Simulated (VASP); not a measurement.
# Mg2C (Fm-3m) in VASP: G0W0 quasiparticle levels with PBE

Aim: the G0W0 quasiparticle levels of Mg2C with PBE.

Everything below comes from runs of VASP 6.6.1. Logs are shortened: lines on timing, memory, paths and dates and some standing lists are left out, and cuts for length are marked.

**1. The cell of the first run**

Symmetry: Fm-3m, No. 225, cubic system. The conventional cell has a = 5.422 Å, b = 5.422 Å, c = 5.422 Å, α = 90.00°, β = 90.00°, γ = 90.00°. C (site symmetry m-3m) has 8 Mg at 2.35 Å within 3.1 Å. Within 3.1 Å of Mg (site symmetry -43m) lie 4 C at 2.35 Å and 6 Mg at 2.71 Å.

**2. G0W0 quasiparticle levels, PBE**

File POSCAR:

```
Mg2C
1.0
    0.0000000000      2.7109426093      2.7109426093
    2.7109426093      0.0000000000      2.7109426093
    2.7109426093      2.7109426093      0.0000000000
C Mg
1 2
Direct
    0.0000000000      0.0000000000      0.0000000000
    0.2500000000      0.2500000000      0.2500000000
    0.7500000000      0.7500000000      0.7500000000
```

File INCAR.step1:

```
SYSTEM = Mg2C
PREC = Accurate ; ENCUT = 500
EDIFF = 1E-8 ; ISMEAR = 0
SIGMA = 0.01 ; LREAL = .FALSE.
LASPH = .TRUE. ; NELM = 100
ALGO = Normal ; LWAVE = .TRUE.
LCHARG = .FALSE. ; GGA = PE
```

File INCAR.step2:

```
SYSTEM = Mg2C
PREC = Accurate ; ENCUT = 500
EDIFF = 1E-8 ; ISMEAR = 0
SIGMA = 0.01 ; LREAL = .FALSE.
LASPH = .TRUE. ; NELM = 1
ALGO = Exact ; LWAVE = .TRUE.
LCHARG = .FALSE. ; GGA = PE
NBANDS = 153 ; LOPTICS = .TRUE.
ISTART = 1
```

File INCAR.step3:

```
SYSTEM = Mg2C
PREC = Accurate ; ENCUT = 500
EDIFF = 1E-8 ; ISMEAR = 0
SIGMA = 0.01 ; LREAL = .FALSE.
LASPH = .TRUE. ; ALGO = EVGW0
LWAVE = .FALSE. ; LCHARG = .FALSE.
GGA = PE ; NELMGW = 1
NBANDS = 153 ; ENCUTGW = 140.0
NOMEGA = 96 ; PRECFOCK = Fast
ISTART = 1 ; NBANDSGW = 12
OMEGAMAX = 20
```

File KPOINTS:

```
Automatic mesh
0
G
  4 4 4
  0 0 0
```

Potentials or basis: VASP PAW PBE potentials, release 64 (C_GW, Mg_GW).

Run with:

```bash
> cat potpaw_PBE.64/C_GW/POTCAR potpaw_PBE.64/Mg_GW/POTCAR > POTCAR
> cp INCAR.step1 INCAR
> mpirun -np 1 vasp_std > vasp.out
> cp INCAR.step2 INCAR
> mpirun -np 1 vasp_std > vasp.out
> cp INCAR.step3 INCAR
> mpirun -np 1 vasp_std > vasp.out
```

OUTCAR:

```text
SYSTEM = Mg2C
   PREC = Accurate
   ENCUT = 500
   EDIFF = 1E-8
   ISMEAR = 0
   LREAL = .FALSE.
   LASPH = .TRUE.
   GGA = PE
   NELMGW = 1
   ENCUTGW = 140.0
   PRECFOCK = Fast
   ISTART = 1

 ion  position               nearest neighbor table
   1  0.000  0.000  0.000-
   2  0.250  0.250  0.250-
   3  0.750  0.750  0.750-

  LATTYP: Found a face centered cubic cell.
 ALAT       =     5.4218852186

  Lattice vectors:

 A1 = (   0.0000000000,   2.7109426093,   2.7109426093)
 A2 = (   2.7109426093,   0.0000000000,   2.7109426093)
 A3 = (   2.7109426093,   2.7109426093,   0.0000000000)

Analysis of symmetry for initial positions (statically):
=====================================================================
 Subroutine PRICEL returns:
 Original cell was already a primitive cell.

 Routine SETGRP: Setting up the symmetry group for a
 face centered cubic supercell.

 Subroutine GETGRP returns: Found 48 space group operations
 (whereof 48 operations were pure point group operations)
 out of a pool of 48 trial point group operations.

The static configuration has the point symmetry O_h .

Analysis of symmetry for dynamics (positions and initial velocities):
=====================================================================
 Subroutine PRICEL returns:
 Original cell was already a primitive cell.

 Routine SETGRP: Setting up the symmetry group for a
 face centered cubic supercell.

 Subroutine GETGRP returns: Found 48 space group operations
 (whereof 48 operations were pure point group operations)
 out of a pool of 48 trial point group operations.

The dynamic configuration has the point symmetry O_h .

 Subroutine INISYM returns: Found 48 space group operations
 (whereof 48 operations are pure point group operations),
 and found     1 'primitive' translations

----------------------------------------------------------------------------------------

                                     Primitive cell

  volume of cell :      39.8466

  direct lattice vectors                    reciprocal lattice vectors
     0.000000000  2.710942609  2.710942609    -0.184437693  0.184437693  0.184437693
     2.710942609  0.000000000  2.710942609     0.184437693 -0.184437693  0.184437693
     2.710942609  2.710942609  0.000000000     0.184437693  0.184437693 -0.184437693

  length of vectors
     3.833851805  3.833851805  3.833851805     0.319455455  0.319455455  0.319455455

  position of ions in fractional coordinates (direct lattice)
     0.000000000  0.000000000  0.000000000
     0.250000000  0.250000000  0.250000000
     0.750000000  0.750000000  0.750000000

  ion indices of the primitive-cell ions
   primitive index   ion index
                 1           1
                 2           2
                 3           3

----------------------------------------------------------------------------------------

 KPOINTS: Automatic mesh

Automatic generation of k-mesh.
 Grid dimensions read from file:
 generate k-points for:    4    4    4

 Generating k-lattice:

  Cartesian coordinates                     Fractional coordinates (reciprocal lattice)
    -0.046109423  0.046109423  0.046109423     0.250000000  0.000000000  0.000000000
     0.046109423 -0.046109423  0.046109423     0.000000000  0.250000000  0.000000000
     0.046109423  0.046109423 -0.046109423     0.000000000  0.000000000  0.250000000

  Length of vectors
     0.079863864  0.079863864  0.079863864

  Shift w.r.t. Gamma in fractional coordinates (k-lattice)
     0.000000000  0.000000000  0.000000000

 Subroutine IBZKPT returns following result:
 ===========================================

 Found      8 irreducible k-points:

 Following reciprocal coordinates:
            Coordinates               Weight
  0.000000  0.000000  0.000000      1.000000
  0.250000  0.000000  0.000000      8.000000
  0.500000  0.000000  0.000000      4.000000
  0.250000  0.250000  0.000000      6.000000
  0.500000  0.250000  0.000000     24.000000
 -0.250000  0.250000  0.000000     12.000000
  0.500000  0.500000  0.000000      3.000000
 -0.250000  0.500000  0.250000      6.000000
   k-points           NKPTS =      8   k-points in BZ     NKDIM =     64   number of bands    NBANDS=    153
   number of dos      NEDOS =    301   number of ions     NIONS =      3
   total plane-waves  NPLWV =  21952
   dimension x,y,z NGX =    28 NGY =   28 NGZ =   28
   dimension x,y,z NGXF=    56 NGYF=   56 NGZF=   56
   ions per type =               1   2
   NGX,Y,Z   is equivalent  to a cutoff of  12.14, 12.14, 12.14 a.u.
   NGXF,Y,Z  is equivalent  to a cutoff of  24.28, 24.28, 24.28 a.u.
 SYSTEM =  Mg2C
   PREC   = accura    normal or accurate (medium, high low for compatibility)
   ISTART =      1    job   : 0-new  1-cont  2-samecut
   ICHARG =      0    charge: 1-file 2-atom 10-const
   ISPIN  =      1    spin polarized calculation?
   LNONCOLLINEAR =      F non collinear calculations
   LSORBIT =      F    spin-orbit coupling
   LASPH  =      T    aspherical Exc in radial PAW
   ENCUT  =  500.0 eV  36.75 Ry    6.06 a.u.   6.99  6.99  6.99*2*pi/ulx,y,z
   NELM   =     60;   NELMIN=  2; NELMDL=  0     # of ELM steps
   EDIFF  = 0.1E-07   stopping-criterion for ELM
   LREAL  =      F    real-space projection
   EDIFFG = 0.1E-06   stopping-criterion for IOM
   NSW    =      0    number of steps for IOM
   IBRION =     -1    ionic relax: 0-MD 1-quasi-New 2-CG
   NFREE  =      0    steps in history (QN), initial steepest desc. (CG)
   ISIF   =      0    stress and relaxation
   ISYM   =      3    0-nonsym 1-usesym 2-fastsym
   POTIM  = 0.5000    time-step for ionic-motion
   TEBEG  =    0.0;   TEEND  =   0.0 temperature during run
   PSTRESS=    0.0 pullay stress
   NELECT =       8.0000    total number of electrons
   NUPDOWN=      -1.0000    fix difference up-down
   EMIN   =  10.00;   EMAX   =-10.00  energy-range for DOS
   EFERMI =   0.00;   METHOD = LEGACY
   ISMEAR =     0;   SIGMA  =   0.01  broadening in eV -4-tet -1-fermi 0-gaus
   EFERMI_NEDOS =   21; number of points for ismear=-14 and -15
   IALGO  =     38    algorithm
   IMIX   =      4    mixing-type and parameters
     AMIX     =   0.40;   BMIX     =  1.00
     AMIX_MAG =   1.60;   BMIX_MAG =  1.00
  volume/ion in A,a.u.               =      13.28        89.63
  Fermi-wavevector in a.u.,A,eV,Ry     =   0.958608  1.811507 12.502799  0.918930
  Thomas-Fermi vector in A             =   2.087731
   LORBIT       =      0    0 simple, 1 ext, 2 COOP (PROOUT), +10 PAW based schemes
   GGA     = PE    functional components
   LHFCALC =     T    Hartree Fock is set to
   PRECFOCK=fast      Normal, Fast or Accurate (Low or Medium for compatibility)
   ENCUT4O =  -1.0   cutoff for four orbital integrals eV
   NKREDX  =     1    reduce k-point grid by
   NKREDY  =     1    reduce k-point grid by
   NKREDZ  =     1    reduce k-point grid by
   AEXX    =    1.0000 exact exchange contribution
   HFSCREEN=    0.0000 screening length (either q_TF or 0.3 A-1)
   HFSCREENC=   0.0000 screening length for correlation (either q_TF or 0.3 A-1)
   ENCUTFOCK=  -1.0 apply spherical cutoff to Coloumb kernel
   IVDW    =     0    specifies the selected vdW correction
   LEPSILON=     F    determine dielectric tensor
   LRPA    =     F    only Hartree local field effects (RPA)
   LRPAFORCE           =     F    calculate RPA forces
   ENCUTGW             = 140.0    cutoff for response function in eV
   ENCUTGWSOFT         = 112.0    soft cutoff for Coulomb kernel in GW response function in eV
   ENCUTLF             =  -1.0    cutoff for local field effects
   NELMGW              =     1    number of iterations in solving QP/BSE equation
   NELMHF              =     1    number of iterations in the inner HF iteration
   NKREDLFX            =     1    NKREDLFY  =   1   NKREDLFZ  =   1
 non-spin polarized calculation
 Gauss-broadening in eV      SIGMA  =   0.01
  energy-cutoff  :      500.00
  volume of cell :       39.85
 maximum number of plane-waves:      1036
  NGX = 16; NGY = 16; NGZ = 16
   NGX = 13   NGY = 13   NGZ = 13
 maximum number of plane-waves:       169

 QP shifts <psi_nk| G(iteration)W_0 |psi_nk>: iteration 1
 for sc-GW calculations column KS-energies equals QP-energies in previous step
 and V_xc(KS)=  KS-energies - (<T + V_ion + V_H > + <T+V_H+V_ion>^1  + <V_x>^1)

 k-point   1 :       0.0000    0.0000    0.0000
  band No.  KS-energies  QP-energies   sigma(KS)   V_xc(KS)     V^pw_x(r,r')   Z            occupation Imag(sigma)

      1      -6.9041      -7.4102     -12.5273     -11.7276     -19.3011       0.6328       2.0000       1.0724
      2       3.8103       3.3663     -13.5840     -12.9725     -15.3717       0.7259       2.0000       0.0427
      3       3.8103       3.3663     -13.5840     -12.9725     -15.3717       0.7259       2.0000       0.0427
      4       3.8103       3.3663     -13.5840     -12.9725     -15.3717       0.7259       2.0000       0.0427
      5       5.2846       5.5462     -10.4501     -10.8028      -6.8043       0.7418       0.0000      -0.0641
      6      10.3756      10.6913      -8.3646      -8.7893      -3.6611       0.7434       0.0000      -0.1107
      7      10.3756      10.6913      -8.3646      -8.7893      -3.6611       0.7434       0.0000      -0.1107
      8      10.3756      10.6913      -8.3646      -8.7893      -3.6611       0.7434       0.0000      -0.1107
      9      13.4409      13.7144      -8.4423      -8.8169      -3.1626       0.7302       0.0000      -0.2222
     10      13.4409      13.7144      -8.4423      -8.8169      -3.1626       0.7302       0.0000      -0.2222
     11      14.4229      14.4334      -8.3202      -8.3348      -2.2162       0.7222       0.0000      -0.5804
     12      14.4229      14.4334      -8.3202      -8.3348      -2.2162       0.7222       0.0000      -0.5804

 k-point   2 :       0.2500    0.0000    0.0000
  band No.  KS-energies  QP-energies   sigma(KS)   V_xc(KS)     V^pw_x(r,r')   Z            occupation Imag(sigma)

      1      -6.2793      -6.7957     -12.8694     -12.0720     -19.4436       0.6476       2.0000       0.9644
      2       1.0042       0.4947     -11.8785     -11.1440     -14.4627       0.6938       2.0000       0.1089
      3       3.5773       3.1181     -13.4171     -12.7832     -15.2651       0.7244       2.0000       0.0445
      4       3.5773       3.1181     -13.4171     -12.7832     -15.2651       0.7244       2.0000       0.0445
      5       6.9782       7.2771     -10.2987     -10.7039      -6.2345       0.7376       0.0000      -0.0762
      6      10.0531      10.3923      -9.9259     -10.3926      -4.9358       0.7268       0.0000      -0.1600
      7      10.2354      10.5023      -8.3159      -8.6727      -3.5528       0.7479       0.0000      -0.1342
      8      10.2354      10.5023      -8.3159      -8.6727      -3.5528       0.7479       0.0000      -0.1342
      9      12.5829      12.8269      -8.4320      -8.7678      -3.1146       0.7266       0.0000      -0.2290
     10      12.5829      12.8269      -8.4320      -8.7678      -3.1146       0.7266       0.0000      -0.2290
     11      13.8384      13.9849      -8.1963      -8.3935      -2.4628       0.7424       0.0000      -0.4376
     12      18.2678      18.3862      -8.9353      -9.0938      -2.3277       0.7470       0.0000      -0.9115
[... 68 lines left out ...]
      1      -4.8665      -5.3882     -14.1051     -13.3000     -20.2817       0.6480       2.0000       0.7169
      2      -0.2585      -0.7975     -11.2491     -10.4701     -14.4369       0.6919       2.0000       0.2161
      3       2.2693       1.7144     -12.5110     -11.7301     -14.7882       0.7106       2.0000       0.0648
      4       2.2693       1.7144     -12.5110     -11.7301     -14.7882       0.7106       2.0000       0.0648
      5       4.5016       4.5604      -8.0722      -8.1491      -4.5658       0.7648       0.0000      -0.0620
      6       7.8919       8.2549      -8.1435      -8.6167      -3.9675       0.7672       0.0000      -0.0750
      7      12.8102      13.2860     -12.0540     -12.7521      -5.6994       0.6817       0.0000      -0.3260
      8      13.1466      13.4269     -10.2277     -10.6333      -3.9684       0.6910       0.0000      -0.3697
      9      13.1466      13.4269     -10.2277     -10.6333      -3.9684       0.6910       0.0000      -0.3697
     10      17.1269      17.2364      -8.2413      -8.3941      -1.8599       0.7166       0.0000      -0.6410
     11      17.5208      17.7208      -9.8513     -10.1314      -3.2456       0.7139       0.0000      -0.7640
     12      20.0487      20.4713      -9.2440      -9.8207      -3.1830       0.7327       0.0000      -0.6730

 k-point   8 :      -0.2500    0.5000    0.2500
  band No.  KS-energies  QP-energies   sigma(KS)   V_xc(KS)     V^pw_x(r,r')   Z            occupation Imag(sigma)

      1      -4.8209      -5.3479     -14.1804     -13.3869     -20.3621       0.6641       2.0000       0.7282
      2       0.7284       0.1926     -11.5658     -10.7957     -14.3235       0.6957       2.0000       0.1318
      3       0.7284       0.1926     -11.5658     -10.7957     -14.3235       0.6957       2.0000       0.1318
      4       1.3468       0.7988     -11.1293     -10.3519     -13.3411       0.7049       2.0000       0.0820
      5       6.9911       7.1685     -10.1362     -10.3769      -6.2188       0.7367       0.0000      -0.0789
      6       9.9871      10.2078      -8.7016      -9.0036      -3.6664       0.7306       0.0000      -0.1548
      7      10.7495      11.2028     -10.0463     -10.6734      -5.0199       0.7228       0.0000      -0.1396
      8      10.7495      11.2028     -10.0463     -10.6734      -5.0199       0.7228       0.0000      -0.1396
      9      14.1031      14.3469      -9.5285      -9.8762      -3.2761       0.7011       0.0000      -0.4121
     10      14.1031      14.3469      -9.5285      -9.8762      -3.2761       0.7011       0.0000      -0.4121
     11      18.9678      19.1630      -9.7259     -10.0036      -3.3162       0.7031       0.0000      -0.8141
     12      20.0298      20.2321      -9.9803     -10.2675      -2.7089       0.7041       0.0000      -1.0656
```

Run time: 74 s. Hardware: 1 thread of Intel Xeon 6975P-C (Granite Rapids), shared host; peak memory 0.4 GiB.

What came out:

- Quasiparticle gap: 1.19 eV
- Least direct quasiparticle gap: 2.18 eV
- Band gap of the starting levels on the mesh: 0.69 eV
- Least direct gap of the starting levels on the mesh: 1.47 eV

Caveat: the k points lie up to 0.50 Å⁻¹ apart; bands, screening cutoff and mesh are small and nothing is extrapolated, so the quasiparticle values aren't converged; the structure was generated, so it needn't be the stable form of Mg2C.
